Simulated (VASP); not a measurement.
A run of VASP 6.6.1 is set up as follows.

File INCAR:

```
ALGO = Normal
EDIFF = 1E-8
ENCUT = 520
GGA = PE
ISIF = 2
ISMEAR = -1
LASPH = True
LCHARG = False
LEFG = True
LREAL = False
LWAVE = False
NBANDS = 17
NELM = 100
PREC = Accurate
SIGMA = 0.08
```

File KPOINTS:

```
k-points
0
Gamma
  11 11 11
```

The input POSCAR:

```
SnTe
1.0
    0.0000000000      3.1138393650      3.1138393650
    3.1138393650      0.0000000000      3.1138393650
    3.1138393650      3.1138393650      0.0000000000
Sn Te
1 1
Direct
    0.0000000000      0.0000000000      0.0000000000
    0.5000000000      0.5000000000      0.5000000000
```

Potentials or basis: VASP PAW PBE potentials, release 64 (Sn_d, Te).

Command:

```sh
$ cat potpaw_PBE.64/Sn_d/POTCAR potpaw_PBE.64/Te/POTCAR > POTCAR
$ mpirun -np 1 vasp_std > vasp.out
```

Task: Predict the pressure.

Result: 4.2 GPa.

Caveat: without QUAD_EFG the Cq values of the log hold for a quadrupole moment of 1 mb, not for the nuclei.
